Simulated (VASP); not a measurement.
Here is a VASP 6.6.1 calculation.

File POSCAR:

```
LiBr
1.0
    0.0000000000      2.7395650468      2.7395650468
    2.7395650468      0.0000000000      2.7395650468
    2.7395650468      2.7395650468      0.0000000000
Li Br
1 1
Direct
    0.0000000000      0.0000000000      0.0000000000
    0.5000000000      0.5000000000      0.5000000000
```

INCAR.step1

```
SYSTEM = LiBr
PREC = Accurate ; ENCUT = 650
EDIFF = 1E-5 ; ISMEAR = 0
SIGMA = 0.01 ; LREAL = .False.
LASPH = .True. ; NELM = 120
ALGO = Normal ; ISIF = 2
LWAVE = .True. ; LCHARG = .False.
GGA = PE ; NBANDS = 12
GGA_COMPAT = .False.
```

INCAR.step2

```
SYSTEM = LiBr
PREC = Accurate ; ENCUT = 650
EDIFF = 1E-6 ; ISMEAR = 0
SIGMA = 0.01 ; LREAL = .False.
LASPH = .True. ; NELM = 120
ALGO = Normal ; ISIF = 2
LWAVE = .False. ; LCHARG = .False.
GGA = PE ; LHFCALC = .True.
AEXX = 0.05 ; HFSCREEN = 0.5
PRECFOCK = Normal ; ISTART = 1
NBANDS = 12 ; GGA_COMPAT = .False.
```

KPOINTS

```
Automatic mesh
0
Gamma
  4 4 4
  0 0 0
```

Potentials or basis: VASP PAW PBE potentials, release 64 (Li_sv, Br).

The run is started by

```sh
$ cat potpaw_PBE.64/Li_sv/POTCAR potpaw_PBE.64/Br/POTCAR > POTCAR
$ cp INCAR.step1 INCAR
$ mpirun -np 1 vasp_std > vasp.out
$ cp INCAR.step2 INCAR
$ mpirun -np 1 vasp_std > vasp.out
```

**Question.** Predict the pressure.

**Answer.** 0.4 GPa.

**Question.** What does it give for the band gap on the k mesh?

**Answer.** 5.12 eV.

Caveat: the k points lie up to 0.50 Å⁻¹ apart; the PAW data sets were made with another functional, which shifts forces and pressure a little.
